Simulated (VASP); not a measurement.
# Se (Im-3m) in VASP: a series of runs

The runs below take Se through single point, relaxation of cell and atoms, with PBE.

Everything below comes from runs of VASP 6.6.1. Logs are shortened: lines on timing, memory, paths and dates and some standing lists are left out, and cuts for length are marked.

### 1 The cell of the first run

The structure is cubic, space group Im-3m (No. 229). The conventional cell has a = 3.369 Å, b = 3.369 Å, c = 3.369 Å, α = 90.00°, β = 90.00°, γ = 90.00°. Within 3.8 Å of Se (site symmetry m-3m) lie 14 Se at 2.92 to 3.37 Å.

### 2 Single point, PBE

Input file INCAR:

```
PREC = Accurate
ENCUT = 520
EDIFF = 1E-6
ISMEAR = 1
SIGMA = 0.1
LREAL = F
LASPH = T
NELM = 60
ALGO = Normal
ISIF = 2
LWAVE = F
LCHARG = F
GGA = PE
NBANDS = 9
```

Input file KPOINTS:

```
Automatic mesh
0
Gamma
  13 13 13
```

Input file POSCAR:

```
Se
1.0
   -1.6844786544      1.6844786544      1.6844786544
    1.6844786544     -1.6844786544      1.6844786544
    1.6844786544      1.6844786544     -1.6844786544
Se
1
Direct
    0.0000000000      0.0000000000      0.0000000000
```

Potentials or basis: VASP PAW PBE potentials, release 64 (Se).

The run is started by

```bash
$ cat potpaw_PBE.64/Se/POTCAR > POTCAR
$ mpirun -np 1 vasp_std > vasp.out
```

OUTCAR:

```text
PREC = Accurate
   ENCUT = 520
   EDIFF = 1E-6
   ISMEAR = 1
   LREAL = F
   LASPH = T
   NELM = 60
   ISIF = 2
   GGA = PE

 ion  position               nearest neighbor table
   1  0.000  0.000  0.000-

  LATTYP: Found a body centered cubic cell.
 ALAT       =     3.3689573088

  Lattice vectors:

 A1 = (  -1.6844786544,   1.6844786544,   1.6844786544)
 A2 = (   1.6844786544,  -1.6844786544,   1.6844786544)
 A3 = (   1.6844786544,   1.6844786544,  -1.6844786544)

Analysis of symmetry for initial positions (statically):
=====================================================================
 Subroutine PRICEL returns:
 Original cell was already a primitive cell.

 Routine SETGRP: Setting up the symmetry group for a
 body centered cubic supercell.

 Subroutine GETGRP returns: Found 48 space group operations
 (whereof 48 operations were pure point group operations)
 out of a pool of 48 trial point group operations.

The static configuration has the point symmetry O_h .

Analysis of symmetry for dynamics (positions and initial velocities):
=====================================================================
 Subroutine PRICEL returns:
 Original cell was already a primitive cell.

 Routine SETGRP: Setting up the symmetry group for a
 body centered cubic supercell.

 Subroutine GETGRP returns: Found 48 space group operations
 (whereof 48 operations were pure point group operations)
 out of a pool of 48 trial point group operations.

The dynamic configuration has the point symmetry O_h .

 Subroutine INISYM returns: Found 48 space group operations
 (whereof 48 operations are pure point group operations),
 and found     1 'primitive' translations

----------------------------------------------------------------------------------------

                                     Primitive cell

  volume of cell :      19.1186

  direct lattice vectors                    reciprocal lattice vectors
    -1.684478654  1.684478654  1.684478654     0.000000000  0.296827745  0.296827745
     1.684478654 -1.684478654  1.684478654     0.296827745  0.000000000  0.296827745
     1.684478654  1.684478654 -1.684478654     0.296827745  0.296827745  0.000000000

  length of vectors
     2.917602614  2.917602614  2.917602614     0.419777822  0.419777822  0.419777822

  position of ions in fractional coordinates (direct lattice)
     0.000000000  0.000000000  0.000000000

  ion indices of the primitive-cell ions
   primitive index   ion index
                 1           1

----------------------------------------------------------------------------------------

 KPOINTS: Automatic mesh

Automatic generation of k-mesh.
 Grid dimensions read from file:
 generate k-points for:   13   13   13

 Generating k-lattice:

  Cartesian coordinates                     Fractional coordinates (reciprocal lattice)
     0.000000000  0.022832903  0.022832903     0.076923077  0.000000000  0.000000000
     0.022832903  0.000000000  0.022832903     0.000000000  0.076923077  0.000000000
     0.022832903  0.022832903  0.000000000     0.000000000  0.000000000  0.076923077

  Length of vectors
     0.032290602  0.032290602  0.032290602

  Shift w.r.t. Gamma in fractional coordinates (k-lattice)
     0.000000000  0.000000000  0.000000000

 Subroutine IBZKPT returns following result:
 ===========================================

 Found     84 irreducible k-points:

 Following reciprocal coordinates:
            Coordinates               Weight
  0.000000  0.000000  0.000000      1.000000
  0.076923  0.000000  0.000000     12.000000
  0.153846  0.000000  0.000000     12.000000
  0.230769  0.000000  0.000000     12.000000
  0.307692  0.000000  0.000000     12.000000
  0.384615  0.000000  0.000000     12.000000
[... 16 lines left out ...]
  0.153846  0.076923  0.076923     24.000000
  0.230769  0.076923  0.076923     24.000000
 [... further k-points ...]
   k-points           NKPTS =     84   k-points in BZ     NKDIM =     84   number of bands    NBANDS=      9
   number of dos      NEDOS =    301   number of ions     NIONS =      1
   total plane-waves  NPLWV =  13824
   dimension x,y,z NGX =    24 NGY =   24 NGZ =   24
   dimension x,y,z NGXF=    48 NGYF=   48 NGZF=   48
   ions per type =               1
   NGX,Y,Z   is equivalent  to a cutoff of  13.68, 13.68, 13.68 a.u.
   NGXF,Y,Z  is equivalent  to a cutoff of  27.35, 27.35, 27.35 a.u.
 SYSTEM =  unknown system
   PREC   = accura    normal or accurate (medium, high low for compatibility)
   ISTART =      0    job   : 0-new  1-cont  2-samecut
   ICHARG =      2    charge: 1-file 2-atom 10-const
   ISPIN  =      1    spin polarized calculation?
   LNONCOLLINEAR =      F non collinear calculations
   LSORBIT =      F    spin-orbit coupling
   LASPH  =      T    aspherical Exc in radial PAW
   ENCUT  =  520.0 eV  38.22 Ry    6.18 a.u.   5.42  5.42  5.42*2*pi/ulx,y,z
   NELM   =     60;   NELMIN=  2; NELMDL= -5     # of ELM steps
   EDIFF  = 0.1E-05   stopping-criterion for ELM
   LREAL  =      F    real-space projection
   EDIFFG = 0.1E-04   stopping-criterion for IOM
   NSW    =      0    number of steps for IOM
   IBRION =     -1    ionic relax: 0-MD 1-quasi-New 2-CG
   NFREE  =      0    steps in history (QN), initial steepest desc. (CG)
   ISIF   =      2    stress and relaxation
   ISYM   =      2    0-nonsym 1-usesym 2-fastsym
   POTIM  = 0.5000    time-step for ionic-motion
   TEBEG  =    0.0;   TEEND  =   0.0 temperature during run
   PSTRESS=    0.0 pullay stress
   NELECT =       6.0000    total number of electrons
   NUPDOWN=      -1.0000    fix difference up-down
   EMIN   =  10.00;   EMAX   =-10.00  energy-range for DOS
   EFERMI =   0.00;   METHOD = LEGACY
   ISMEAR =     1;   SIGMA  =   0.10  broadening in eV -4-tet -1-fermi 0-gaus
   EFERMI_NEDOS =   21; number of points for ismear=-14 and -15
   IALGO  =     38    algorithm
   IMIX   =      4    mixing-type and parameters
     AMIX     =   0.40;   BMIX     =  1.00
     AMIX_MAG =   1.60;   BMIX_MAG =  1.00
  volume/ion in A,a.u.               =      19.12       129.02
  Fermi-wavevector in a.u.,A,eV,Ry     =   1.112516  2.102351 16.839831  1.237693
  Thomas-Fermi vector in A             =   2.249091
   LORBIT       =      0    0 simple, 1 ext, 2 COOP (PROOUT), +10 PAW based schemes
   GGA     = PE    functional components
   LHFCALC =     F    Hartree Fock is set to
   AEXX    =    0.0000 exact exchange contribution
   IVDW    =     0    specifies the selected vdW correction
   LEPSILON=     F    determine dielectric tensor
   LRPA    =     F    only Hartree local field effects (RPA)
 non-spin polarized calculation
 Methfessel and Paxton  Order N= 1 SIGMA  =   0.10
  energy-cutoff  :      520.00
  volume of cell :       19.12
 maximum number of plane-waves:       533
 NGX is ok and might be reduce to    24
   NGX = 11   NGY = 11   NGZ = 11

 number of electron       6.0000001 magnetization

 Free energy of the ion-electron system (eV)
  ---------------------------------------------------
  ext. energy  EPLUGINS =         0.00000000
  ---------------------------------------------------
  free energy    TOTEN  =        -2.90467317 eV

  energy without entropy =       -2.90401746  energy(sigma->0) =       -2.90445460

 E-fermi :   6.3172     XC(G=0): -10.8802

 val. band max:        6.3093262136   @ k =   0.3846   0.1538   0.0769
 cond. band min:       6.3325154698   @ k =  -0.2308   0.3077   0.0769
 fundamental gap:      0.0231892563
 Fermi energy:         6.3172359314

 k-point     1 :       0.0000    0.0000    0.0000
  band No.  band energies     occupation
      1     -10.4071      2.00000
      2       9.5669      0.00000
      3       9.5669      0.00000
      4       9.5669      0.00000
      5      18.2636      0.00000
      6      18.8166      0.00000
      7      18.8166      0.00000
      8      18.8166      0.00000
      9      21.9322      0.00000

 k-point     2 :       0.0769    0.0000    0.0000
  band No.  band energies     occupation
      1     -10.2735      2.00000
      2       8.7377      0.00000
      3       9.2773      0.00000
      4       9.5134      0.00000
      5      18.1925      0.00000
      6      18.2675      0.00000
      7      19.1827      0.00000
      8      19.3874      0.00000
      9      20.9073      0.00000

 k-point     3 :       0.1538    0.0000    0.0000
  band No.  band energies     occupation
      1      -9.8773      2.00000
      2       6.8426     -0.00000
      3       8.5912      0.00000
      4       9.3627      0.00000
      5      16.8382      0.00000
      6      17.2190      0.00000
      7      20.3840      0.00000
      8      20.9157      0.00000
      9      21.0337      0.00000

 k-point     4 :       0.2308    0.0000    0.0000
  band No.  band energies     occupation
      1      -9.2356      2.00000
      2       4.6144      2.00000
      3       7.8093     -0.00000
      4       9.1456      0.00000
      5      15.4395      0.00000
      6      16.2124      0.00000
      7      21.0576      0.00000
      8      21.0745      0.00000
      9      23.0957      0.00000

 k-point     5 :       0.3077    0.0000    0.0000
  band No.  band energies     occupation
      1      -8.3908      2.00000
      2       2.4277      2.00000
      3       7.1236     -0.00000
      4       8.9124      0.00000
      5      14.3626      0.00000
      6      15.4098      0.00000
      7      21.5576      0.00000
      8      21.9948      0.00000
      9      25.8368      0.00000

 k-point     6 :       0.3846    0.0000    0.0000
  band No.  band energies     occupation
      1      -7.4528      2.00000
      2       0.5394      2.00000
      3       6.6303     -0.00009
      4       8.7188      0.00000
      5      13.6491      0.00000
      6      14.8606      0.00000
      7      22.4827      0.00000
      8      23.1527      0.00000
      9      26.9878      0.00000
[... 169 lines left out ...]
 k-point    21 :       0.3077    0.3077    0.0000
  band No.  band energies     occupation
      1      -5.9931      2.00000
      2       0.6970      2.00000
      3       1.7730      2.00000
      4       7.3453     -0.00000
      5      15.6147      0.00000
      6      18.7780      0.00000
      7      20.2388      0.00000
      8      24.4172      0.00000
      9      25.9794      0.00000

 k-point    22 :       0.0769    0.0769    0.0769
  band No.  band energies     occupation
      1      -9.6183      2.00000
      2       5.9437      2.00000
      3       8.5485      0.00000
      4       8.5485      0.00000
      5      17.1414      0.00000
      6      17.1414      0.00000
      7      19.2678      0.00000
      8      21.4148      0.00000
      9      21.4148      0.00000

 k-point    23 :       0.1538    0.0769    0.0769
  band No.  band energies     occupation
      1      -8.9882      2.00000
      2       4.2238      2.00000
      3       7.3162     -0.00000
      4       8.1322     -0.00000
      5      16.6481      0.00000
      6      16.7138      0.00000
      7      20.4201      0.00000
      8      21.8481      0.00000
      9      21.9228      0.00000

 k-point    24 :       0.2308    0.0769    0.0769
  band No.  band energies     occupation
      1      -8.1637      2.00000
      2       2.3957      2.00000
      3       6.2349      1.99144
      4       7.7214     -0.00000
      5      15.9555      0.00000
      6      16.4199      0.00000
      7      22.0348      0.00000
      8      22.3414      0.00000
      9      23.2132      0.00000

 [... further k-points ...]

------------------------ aborting loop because EDIFF is reached ----------------------------------------

  FORCE on cell =-STRESS in cart. coord.  units (eV):
  Direction    XX          YY          ZZ          XY          YZ          ZX
  --------------------------------------------------------------------------------------
  -------------------------------------------------------------------------------------
  Total        0.6028756      0.6028756      0.6028756      0.0000000      0.0000000     -0.0000000
  in kB       50.5221436     50.5221436     50.5221436      0.0000000      0.0000000     -0.0000000
  external PRESSURE =      50.5221436 kB  Pullay stress =       0.0000000 kB

 VOLUME and BASIS-vectors are now :
 -----------------------------------------------------------------------------
  energy-cutoff  :      520.00
  volume of cell :       19.12
      direct lattice vectors                 reciprocal lattice vectors
    -1.684478654  1.684478654  1.684478654     0.000000000  0.296827745  0.296827745
     1.684478654 -1.684478654  1.684478654     0.296827745  0.000000000  0.296827745
     1.684478654  1.684478654 -1.684478654     0.296827745  0.296827745  0.000000000

 POSITION                                       TOTAL-FORCE (eV/Angst)
 -----------------------------------------------------------------------------------
      0.00000      0.00000      0.00000        -0.000000      0.000000     -0.000000
 -----------------------------------------------------------------------------------
    total drift:                                0.000000      0.000000      0.000000

  FREE ENERGIE OF THE ION-ELECTRON SYSTEM (eV)
  ---------------------------------------------------
  free  energy   TOTEN  =        -2.9046731743 eV

  energy  without entropy=       -2.9040174571  energy(sigma->0) =       -2.90445460
```

Wall time 16 s (1 thread of Intel Xeon 8259CL, shared host); peak memory 0.14 GiB.

What came out:

| Quantity | Value |
| --- | --- |
| Free energy | -2.9047 eV |
| Pressure | 5.1 GPa |
| Band gap on the k mesh | zero (band 3 reaches 9.57 eV, above the bottom of band 4 at 2.71 eV) |

[end of part 1 of 2]
